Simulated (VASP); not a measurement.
**Tc: single point with LDA**

The system is Tc.

```
Tc
1.0
     2.68407    0.00000    0.00000
    -1.34203    2.32447    0.00000
     0.00000    0.00000    4.30822
Tc
2
Direct
  0.33333 0.66667 0.25000
  0.66667 0.33333 0.75000
```

- Program: VASP 6.6.1
- Task: single point
- Functional: LDA
- Potentials or basis: VASP PAW LDA potentials, release 64 (Tc_pv)
- Cutoff: 520 eV
- k mesh: 17 × 17 × 9
- Occupations: fermi-dirac, width 0.08 eV
- Spin: no spin polarisation
- Dipole correction: no
- Further INCAR settings: ALGO = Normal; EDIFF = 1e-06; NBANDS = 20

```json
{
 "Pressure": "9.1 GPa",
 "Band gap on the k mesh": "zero (bands 13 and 14 overlap by 3.26 eV)"
}
```

Stress tensor (GPa, compression positive):
```
9.61 0.00 0.00
0.00 9.61 0.00
0.00 0.00 7.95
```

Levels at points of the mesh, in eV from the Fermi level:
| k point | band 11 | band 12 | band 13 | band 14 | band 15 | band 16 |
| --- | --- | --- | --- | --- | --- | --- |
| (0.00, 0.00, 0.00) | -1.65 | -0.93 | -0.93 | -0.15 | -0.15 | 1.90 |

Run time: 73 s on 1 thread of Intel Xeon 8259CL (shared host), peak memory 0.18 GiB.

Caveat: the cell stands under pressure.
